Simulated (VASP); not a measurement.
# Ti4C in VASP: notebook

Ti4C is run at these levels: LDA; tasks: relaxation of the atoms, single point.

All numbers are computed with VASP 6.6.1; they aren't measurements. Logs are shortened: lines on timing, memory, paths and dates and some standing lists are left out, and cuts for length are marked.

## Step 1: The cell of the first run

The cell holds a slab with vacuum, 5 atoms: a = 2.864 Å, b = 2.864 Å, c = 22.241 Å, α = 90.00°, β = 90.00°, γ = 120.00°.

## Step 2: Relaxation of the atoms, LDA

Contents of INCAR:

```
SYSTEM = Ti4C
PREC = Accurate ; ENCUT = 520
EDIFF = 1E-6 ; ISMEAR = 0
SIGMA = 0.1 ; LREAL = .False.
LASPH = .True. ; NELM = 80
ALGO = Normal ; ISIF = 2
LWAVE = .False. ; LCHARG = .False.
LDIPOL = .True. ; IDIPOL = 3
DIPOL = 0.5 0.5 0.384 ; GGA = CA
IBRION = 2 ; NSW = 36
EDIFFG = -0.025
```

Contents of KPOINTS:

```
Automatic mesh
0
Gamma
  9 9 1
  0 0 0
```

Contents of POSCAR:

```
Ti4C
1.0
    2.8639615639      0.0000000000      0.0000000000
   -1.4319807819      2.4802634698      0.0000000000
    0.0000000000      0.0000000000     22.2412339090
Ti C
4 1
Selective dynamics
Direct
    0.6666666667      0.3333333333      0.1798461370  F F F
    0.3333333333      0.6666666667      0.2817907594  F F F
    0.6666666667      0.3333333333      0.3878708239  F F F
    0.3333333333      0.6666666667      0.4829423562  F F F
    0.3333333333      0.6666666667      0.5890515770  F F T
```

Potentials or basis: VASP PAW LDA potentials, release 64 (Ti_sv, C).

Launch:

```console
$ cat potpaw_LDA.64/Ti_sv/POTCAR potpaw_LDA.64/C/POTCAR > POTCAR
$ mpirun -np 1 vasp_std > vasp.out
```

OUTCAR:

```text
SYSTEM = Ti4C
   PREC = Accurate
   ENCUT = 520
   EDIFF = 1E-6
   ISMEAR = 0
   LREAL = .False.
   LASPH = .True.
   NELM = 80
   ISIF = 2
   GGA = CA
   IBRION = 2
   NSW = 36
   EDIFFG = -0.025

 ion  position               nearest neighbor table
   1  0.667  0.333  0.180-   2 2.81   2 2.81   2 2.81
   2  0.333  0.667  0.282-   1 2.81   1 2.81   1 2.81   3 2.88   3 2.88   3 2.88
   3  0.667  0.333  0.388-   4 2.68   4 2.68   4 2.68   2 2.88   2 2.88   2 2.88
   4  0.333  0.667  0.483-   5 2.36   3 2.68   3 2.68   3 2.68
   5  0.333  0.667  0.589-   4 2.36

  LATTYP: Found a hexagonal cell.
 ALAT       =     2.8639615639
 C/A-ratio  =     7.7658981843

  Lattice vectors:

 A1 = (   2.8639615639,   0.0000000000,   0.0000000000)
 A2 = (  -1.4319807819,   2.4802634698,   0.0000000000)
 A3 = (   0.0000000000,   0.0000000000,  22.2412339090)

Analysis of symmetry for initial positions (statically):
=====================================================================
 Subroutine PRICEL returns:
 Original cell was already a primitive cell.

 Routine SETGRP: Setting up the symmetry group for a
 hexagonal supercell.

 Subroutine GETGRP returns: Found  6 space group operations
 (whereof  6 operations were pure point group operations)
 out of a pool of 24 trial point group operations.

The static configuration has the point symmetry C_3v.

Analysis of symmetry for dynamics (positions and initial velocities):
=====================================================================
 Subroutine PRICEL returns:
 Original cell was already a primitive cell.

 Routine SETGRP: Setting up the symmetry group for a
 hexagonal supercell.

 Subroutine GETGRP returns: Found  6 space group operations
 (whereof  6 operations were pure point group operations)
 out of a pool of 24 trial point group operations.

The dynamic configuration has the point symmetry C_3v.

Analysis of constrained symmetry for selective dynamics:
[... 125 lines left out ...]
  volume/ion in A,a.u.               =      31.60       213.23
  Fermi-wavevector in a.u.,A,eV,Ry     =   1.130320  2.135995 17.383113  1.277623
  Thomas-Fermi vector in A             =   2.267016
   LORBIT       =      0    0 simple, 1 ext, 2 COOP (PROOUT), +10 PAW based schemes
   GGA     = CA    functional components
   LHFCALC =     F    Hartree Fock is set to
   AEXX    =    0.0000 exact exchange contribution
   IVDW    =     0    specifies the selected vdW correction
   LEPSILON=     F    determine dielectric tensor
   LRPA    =     F    only Hartree local field effects (RPA)
 conjugate gradient relaxation of ions
 non-spin polarized calculation
 Gauss-broadening in eV      SIGMA  =   0.10
  energy-cutoff  :      520.00
  volume of cell :      157.99
 maximum number of plane-waves:      4289
 NGX is ok and might be reduce to    24
   NGX = 11   NGY = 11   NGZ = 83

 dipolmoment           0.000000      0.000000     -0.197942 electrons x Angstroem

--------------------------------------- Ionic step        1  -------------------------------------------

 number of electron      52.0000013 magnetization

 Free energy of the ion-electron system (eV)
  ---------------------------------------------------
  ext. energy  EPLUGINS =         0.00000000
  ---------------------------------------------------
  free energy    TOTEN  =       -37.15508572 eV

  energy without entropy =      -37.11020519  energy(sigma->0) =      -37.13264545

------------------------ aborting loop because EDIFF is reached ----------------------------------------

  FORCE on cell =-STRESS in cart. coord.  units (eV):
  Direction    XX          YY          ZZ          XY          YZ          ZX
  --------------------------------------------------------------------------------------
  -------------------------------------------------------------------------------------
  Total       -3.7587229     -3.7587229     -5.8263106     -0.0000000      0.0000000     -0.0000000
  in kB      -38.1177289    -38.1177289    -59.0854208     -0.0000000      0.0000000     -0.0000000
  external PRESSURE =     -45.1069596 kB  Pullay stress =       0.0000000 kB
[... 98 lines left out ...]
  FREE ENERGIE OF THE ION-ELECTRON SYSTEM (eV)
  ---------------------------------------------------
  free  energy   TOTEN  =       -37.7843390191 eV

  energy  without entropy=      -37.7396506861  energy(sigma->0) =      -37.76199485

[... ionic steps 4 to 11 ...]

--------------------------------------- Ionic step       12  -------------------------------------------

 number of electron      52.0000013 magnetization

------------------------ aborting loop because EDIFF is reached ----------------------------------------
[... 73 lines left out ...]
--------------------------------------- Ionic step       14  -------------------------------------------

 number of electron      52.0000013 magnetization

 dipolmoment           0.000000      0.000000      0.099872 electrons x Angstroem

 Free energy of the ion-electron system (eV)
  ---------------------------------------------------
  ext. energy  EPLUGINS =         0.00000000
  ---------------------------------------------------
  free energy    TOTEN  =       -37.78455710 eV

  energy without entropy =      -37.73952160  energy(sigma->0) =      -37.76203935

 E-fermi :   0.6599     XC(G=0):  -6.5645

 val. band max:        0.6334242878   @ k =   0.3333   0.3333   0.0000
 cond. band min:       0.7077802989   @ k =   0.4444   0.1111   0.0000
 fundamental gap:      0.0743560111
 Fermi energy:         0.6599255011

 k-point     1 :       0.0000    0.0000    0.0000
  band No.  band energies     occupation
      1     -55.4862      2.00000
      2     -55.2635      2.00000
      3     -55.1569      2.00000
      4     -54.8835      2.00000
      5     -32.3364      2.00000
      6     -32.0859      2.00000
[... 397 lines left out ...]
     30       0.9182      0.00026
     31       1.5198      0.00000

------------------------ aborting loop because EDIFF is reached ----------------------------------------

 vacuum level on the upper side and lower side of the slab       (xc-potential included)         1.150        -1.418

  FORCE on cell =-STRESS in cart. coord.  units (eV):
  Direction    XX          YY          ZZ          XY          YZ          ZX
  --------------------------------------------------------------------------------------
  -------------------------------------------------------------------------------------
  Total       -2.8792636     -2.8792636     -0.4041782     -0.0000000      0.0000000     -0.0000000
  in kB      -29.1990104    -29.1990104     -4.0988274     -0.0000000      0.0000000     -0.0000000
  external PRESSURE =     -20.8322827 kB  Pullay stress =       0.0000000 kB
[... 20 lines left out ...]
  FREE ENERGIE OF THE ION-ELECTRON SYSTEM (eV)
  ---------------------------------------------------
  free  energy   TOTEN  =       -37.7845570966 eV

  energy  without entropy=      -37.7395215966  energy(sigma->0) =      -37.76203935

 reached required accuracy - stopping structural energy minimisation

 vacuum level on the upper side and lower side of the slab         7.812         5.190
```

Run time: 8.7 min. Hardware: 1 thread of Intel Xeon Platinum 8259CL at 2.50GHz (Skylake/Cascade Lake), shared host; peak memory 0.25 GiB.

Results:

```
Free energy               : -37.7846 eV
Energy gained by relaxing : 125.9 meV/atom
Ionic steps               : 14
Band gap on the k mesh    : zero (bands 26 and 27 overlap by 0.90 eV)
```

Step by step:
| step | energy change (eV) | largest force on free atoms (eV/Å) | pressure (GPa) |
| --- | --- | --- | --- |
| 1 | 0.0000 | 2.1971 | -4.51 |
| 2 | -0.2273 | 2.0689 | -4.20 |
| 3 | -0.6293 | 0.0777 | -2.00 |
| 4 | -0.6293 | 0.0689 | -2.12 |
| 5 | -0.6293 | 0.0684 | -2.12 |
| 6 | -0.6293 | 0.0625 | -2.11 |
| 7 | -0.6293 | 0.0621 | -2.11 |
| 8 | -0.6293 | 0.0620 | -2.11 |
| 9 | -0.6293 | 0.0619 | -2.11 |
| 10 | -0.6293 | 0.0598 | -2.11 |
| 11 | -0.6294 | 0.0579 | -2.11 |
| 12 | -0.6294 | 0.0530 | -2.11 |
| 13 | -0.6294 | 0.0411 | -2.10 |
| 14 | -0.6295 | 0.0189 | -2.08 |

Final structure:
```
CELL_PARAMETERS angstrom
2.86396 0.00000 0.00000
-1.43198 2.48026 0.00000
0.00000 0.00000 22.24123
ATOMIC_POSITIONS crystal
Ti 0.66667 0.33333 0.17985
Ti 0.33333 0.66667 0.28179
Ti 0.66667 0.33333 0.38787
Ti 0.33333 0.66667 0.48294
C 0.33333 0.66667 0.57032
```

## Step 3: Single point, LDA

Contents of INCAR:

```
PREC = Accurate ; ENCUT = 520
EDIFF = 1E-6 ; ISMEAR = 0
SIGMA = 0.1 ; LREAL = False
LASPH = True ; NELM = 80
ALGO = Normal ; ISIF = 2
LWAVE = False ; LCHARG = True
LDIPOL = True ; IDIPOL = 3
DIPOL = 0.5 0.5 0.381 ; LELF = True
LVHAR = True ; LVACPOTAV = True
NBANDS = 34
```

Contents of KPOINTS:

```
Automatic mesh
0
Gamma
  9 9 1
```

Contents of POSCAR:

```
Ti4C
1.0
    2.8639615639      0.0000000000      0.0000000000
   -1.4319807819      2.4802634698      0.0000000000
    0.0000000000      0.0000000000     22.2412339090
Ti C
4 1
Direct
    0.6666666667      0.3333333333      0.1798461370
    0.3333333333      0.6666666667      0.2817907594
    0.6666666667      0.3333333333      0.3878708239
    0.3333333333      0.6666666667      0.4829423562
    0.3333333333      0.6666666667      0.5701514605
```

Potentials or basis: VASP PAW LDA potentials, release 64 (Ti_sv, C).

Launch:

```console
$ cat potpaw_LDA.64/Ti_sv/POTCAR potpaw_LDA.64/C/POTCAR > POTCAR
$ mpirun -np 1 vasp_std > vasp.out
```

Run time: 2.3 min. Hardware: 1 thread of Intel Xeon Platinum 8175M at 2.50GHz (Skylake/Cascade Lake), shared host; peak memory 0.26 GiB.

It converged, with:

```yaml
Free_energy: -37.7845 eV
Largest_force: 0.989 eV/Å
Band_gap_on_the_k_mesh: zero (bands 26 and 27 overlap by 0.90 eV)
```

Forces in eV/Å, atoms in the order of the input:
```
Ti   0.000  0.000  0.552
Ti   0.000  0.000 -0.290
Ti   0.000  0.000 -0.989
Ti   0.000  0.000  0.697
C    0.000  0.000  0.030
```

Levels at points of the mesh, in eV from the Fermi level:
| k point | band 23 | band 24 | band 25 | band 26 | band 27 | band 28 | band 29 | band 30 |
| --- | --- | --- | --- | --- | --- | --- | --- | --- |
| (0.00, 0.00, 0.00) | -0.18 | 0.46 | 0.58 | 0.73 | 0.73 | 0.74 | 0.74 | 0.98 |
